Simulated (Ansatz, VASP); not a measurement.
## One calculation of LiP2, two programs

```xyz
3
Lattice="2.9483 1.8091 0.0000 2.9483 -1.8091 0.0000 0.0028 0.0000 -4.1555" Properties=species:S:1:pos:R:3 pbc="T T T"
Li    0.0000    0.0000    0.0000
P     4.0668    0.0000   -2.9573
P     1.8326    0.0000   -1.1982
```

Alike in both runs: task single point; functional PBEsol; k mesh 8 × 8 × 6; occupations gaussian, width 0.0689 eV; no spin polarisation.

|  | VASP | Ansatz |
| --- | --- | --- |
| version | VASP 6.6.1 | Ansatz 0.2.0 |
| potentials or method | VASP PAW PBE potentials, release 64 (Li_sv, P), cutoff 520 eV | PAW plane waves |
| valence electrons in the cell | 13 | 13 |

|  | VASP | Ansatz | Ansatz less VASP |
| --- | --- | --- | --- |
| rms of the force components (eV/Å) | 1.192 | 1.179 | -0.0127 |

VASP's potentials were made for PBE, not for PBEsol. Atom by atom the forces differ by 0.013 eV/Å (rms over components). With one functional, cell and mesh, what is left measures potentials, basis and numerics.

Noted on VASP's run: the cutoff is short for stress, so the pressure is rough.
